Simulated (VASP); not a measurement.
Input of a VASP 6.6.1 run:

INCAR

```
PREC = Accurate
ENCUT = 600
EDIFF = 1E-6
ISMEAR = 0
SIGMA = 0.1
LREAL = False
LASPH = True
NELM = 60
ALGO = Fast
ISIF = 3
LWAVE = False
LCHARG = False
GGA = PS
IBRION = 2
NSW = 70
EDIFFG = -0.008
PSTRESS = 30.0
```

File KPOINTS:

```
Automatic mesh
0
Gamma
  12 12 12
```

POSCAR

```
Ni3Ge
1.0
    3.4918819319      0.0000000000      0.0000000000
    0.0000000000      3.4918819319      0.0000000000
    0.0000000000      0.0000000000      3.4918819319
Ni Ge
3 1
Direct
    0.5000000000      0.0000000000      0.5000000000
    0.0000000000      0.5000000000      0.5000000000
    0.5000000000      0.5000000000      0.0000000000
    0.0000000000      0.0000000000      0.0000000000
```

Potentials or basis: VASP PAW PBE potentials, release 64 (Ni, Ge_d).

The run is started by

```sh
$ cat potpaw_PBE.64/Ni/POTCAR potpaw_PBE.64/Ge_d/POTCAR > POTCAR
$ mpirun -np 1 vasp_std > vasp.out
```

Question: Estimate the space group after relaxing (to 0.05 Å).

Answer: Pm-3m (No. 221).

Question: What does it give for the band gap on the k mesh?

Answer: Zero (band 22 reaches 10.48 eV, above the bottom of band 23 at 10.24 eV).

Question: Estimate the relaxed volume.

Answer: 10.82 Å³/atom.

The path:
```csv
step,energy change (eV),largest force (eV/Å),pressure (GPa),volume (Å³)
1,0.0000,0.0000,6.48,42.58
2,-0.0250,0.0000,-1.07,44.02
3,-0.0205,0.0000,2.91,43.27
```

Caveat: the cell is relaxed towards a set pressure, so the enthalpy falls and the energy may rise; the PAW data sets were made with another functional, which shifts forces and pressure a little. Spin polarisation is off, so any magnetic state and its effect on volume and gap are missing.
